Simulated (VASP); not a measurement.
Here is a VASP 6.6.1 calculation.

POSCAR

```
ZrB2
1.0
    3.1487241912      0.0000000000      0.0000000000
   -1.5743620956      2.7268751391      0.0000000000
    0.0000000000      0.0000000000      3.5092878761
Zr B
1 2
Direct
    0.0000000000      0.0000000000      0.0000000000
    0.6666666667      0.3333333333      0.5000000000
    0.3333333333      0.6666666667      0.5000000000
```

INCAR.step1

```
ALGO     = Normal         # electronic algorithm
EDIFF    = 1E-4           # SCF threshold, eV
ENCUT    = 520            # plane-wave cutoff, eV
GGA      = PE             # functional
ISMEAR   = -1             # smearing method
LASPH    = True           # aspherical terms in the spheres
LCHARG   = False          # write CHGCAR
LREAL    = False          # projectors in reciprocal space
LWAVE    = True           # write WAVECAR
NBANDS   = 16             # bands
NELM     = 60             # most SCF steps
PREC     = Accurate       # precision mode
SIGMA    = 0.05           # smearing width, eV
```

File INCAR.step2:

```
ALGO     = Normal         # electronic algorithm
BPARAM   = 11.95        
CPARAM   = 0.0093       
EDIFF    = 1E-7           # SCF threshold, eV
ENCUT    = 520            # plane-wave cutoff, eV
ISIF     = 2              # what is computed and relaxed
ISMEAR   = -1             # smearing method
ISTART   = 1            
IVDW_NL  = 2            
LASPH    = True           # aspherical terms in the spheres
LCHARG   = True           # write CHGCAR
LELF     = True           # ELF
LMIXTAU  = True         
LREAL    = False          # projectors in reciprocal space
LUSE_VDW = True         
LVHAR    = True         
LWAVE    = False          # write WAVECAR
METAGGA  = R2SCAN         # meta-GGA
NBANDS   = 16             # bands
NELM     = 60             # most SCF steps
PREC     = Accurate       # precision mode
SIGMA    = 0.05           # smearing width, eV
```

Contents of KPOINTS:

```
k-points
0
Gamma
  10 10 8
```

Potentials or basis: VASP PAW PBE potentials, release 64 (Zr_sv, B).

Launch:

```bash
$ cat potpaw_PBE.64/Zr_sv/POTCAR potpaw_PBE.64/B/POTCAR > POTCAR
$ cp INCAR.step1 INCAR
$ mpirun -np 1 vasp_std > vasp.out
$ cp INCAR.step2 INCAR
$ mpirun -np 1 vasp_std > vasp.out
```

**Question.** Predict the band gap on the k mesh.

**Answer.** Zero (bands 9 and 10 overlap by 0.89 eV).

**Question.** Estimate the pressure.

**Answer.** 5.3 GPa.

Stress tensor (GPa, compression positive):
```
4.66 0.00 0.00
0.00 4.66 0.00
0.00 0.00 6.54
```

Caveat: the cell stands under pressure; the PAW data sets were made with another functional, which shifts forces and pressure a little.
